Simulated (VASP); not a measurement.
Input of a VASP 6.6.1 run:

The input INCAR:

```
SYSTEM = HfN
PREC = Accurate
ENCUT = 600
EDIFF = 1E-6
ISMEAR = -1
SIGMA = 0.1
LREAL = .False.
LASPH = .True.
NELM = 120
ALGO = Normal
ISIF = 2
LWAVE = .False.
LCHARG = .True.
GGA = RE
LELF = .True.
LVHAR = .True.
NBANDS = 23
GGA_COMPAT = .False.
```

KPOINTS

```
Automatic mesh
0
Gamma
  8 8 4
  0 0 0
```

File POSCAR:

```
HfN
1.0
    3.1339080200      0.0000000000      0.0000000000
   -1.5669540100      2.7140439584      0.0000000000
    0.0000000000      0.0000000000      5.4167677200
Hf N
2 2
Direct
    0.6666666667      0.3333333333      0.7500000000
    0.3333333333      0.6666666667      0.2500000000
    0.0000000000      0.0000000000      0.0000000000
    0.0000000000      0.0000000000      0.5000000000
```

Potentials or basis: VASP PAW PBE potentials, release 64 (Hf_pv, N).

Run with:

```console
$ cat potpaw_PBE.64/Hf_pv/POTCAR potpaw_PBE.64/N/POTCAR > POTCAR
$ mpirun -np 1 vasp_std > vasp.out
```

**Question.** What does it give for the pressure?

**Answer.** 7.4 GPa.

**Question.** Estimate the band gap on the k mesh.

**Answer.** Zero (bands 15 and 16 overlap by 2.31 eV).

Stress tensor (GPa, compression positive):
```
7.26 0.00 0.00
0.00 7.26 0.00
0.00 0.00 7.57
```

Caveat: the cell stands under pressure; the PAW data sets were made with another functional, which shifts forces and pressure a little; spin-orbit coupling is left out, which moves the levels of the heavy elements.
